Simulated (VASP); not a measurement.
Mo11P9:

```
Mo P
1.0
     6.09504   -0.08539    0.17926
    -0.08539    6.72164    0.17039
     0.17926    0.17039    6.74637
Mo P
11 9
Direct
  0.65707 0.84466 0.16955
  0.70169 0.46426 0.91328
  0.32985 0.60742 0.19756
  0.53101 0.24237 0.30475
  0.03468 0.29507 0.35589
  0.12915 0.97535 0.12660
  0.33580 0.89526 0.50469
  0.49769 0.07936 0.87195
  0.06190 0.23925 0.76709
  0.61661 0.58222 0.51726
  0.80213 0.95461 0.54370
  0.29413 0.31474 0.03347
  0.26129 0.48657 0.57032
  0.09804 0.88817 0.77712
  0.82371 0.15002 0.04575
  0.00873 0.72710 0.39153
  0.78914 0.51911 0.21819
  0.08081 0.59553 0.93086
  0.57220 0.75988 0.80531
  0.69893 0.26684 0.61221
```

Base run:

* Program: VASP 6.6.1
* Functional: PBE
* Potentials or basis: VASP PAW PBE potentials, release 64 (Mo_sv, P)
* Cutoff: 400 eV
* k mesh: 1 × 1 × 1, shifted
* Occupations: fermi-dirac, width 0.05 eV
* Spin: no spin polarisation

Its results: band gap on the k mesh zero (an odd number of electrons rules out a gap without spin polarisation); pressure 22.0 GPa; largest force 2.116 eV/Å.

The run is repeated on the same cell with these changes: cutoff from 400 eV to 520 eV; further incar settings from LREAL = Auto; ALGO = Normal; EDIFF = 1e-06; NBANDS = 116; ISYM = -1 to LREAL = Auto; ALGO = Normal; EDIFF = 1e-06; NBANDS = 116; ISYM = 0. What comes out?

Band gap on the k mesh zero (an odd number of electrons rules out a gap without spin polarisation); pressure 22.6 GPa; largest force 2.116 eV/Å.

Caveats: some runs use coarse meshes; the atoms stand as in a frame of molecular dynamics.
